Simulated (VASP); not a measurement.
Input of a VASP 6.6.1 run:

The input INCAR:

```
ALGO = Normal
EDIFF = 1E-7
ENCUT = 520
GGA = PE
ISIF = 2
ISMEAR = -1
LASPH = True
LCHARG = False
LREAL = False
LWAVE = False
NBANDS = 18
NELM = 60
PREC = Accurate
SIGMA = 0.06122561905347299
```

File KPOINTS:

```
k-points
0
Gamma
  20 20 20
```

POSCAR

```
Lu
1.0
   -1.9351730310      1.9351730310      1.9351730310
    1.9351730310     -1.9351730310      1.9351730310
    1.9351730310      1.9351730310     -1.9351730310
Lu
1
Direct
    0.0000000000      0.0000000000      0.0000000000
```

Potentials or basis: VASP PAW PBE potentials, release 64 (Lu).

Command:

```bash
$ cat potpaw_PBE.64/Lu/POTCAR > POTCAR
$ mpirun -np 1 vasp_std > vasp.out
```

Task: Predict the band gap on the k mesh.

Result: Zero (an odd number of electrons rules out a gap without spin polarisation).

Task: Predict the pressure.

Result: 1.1 GPa.

Caveat: spin-orbit coupling is left out, which moves the levels of the heavy elements.
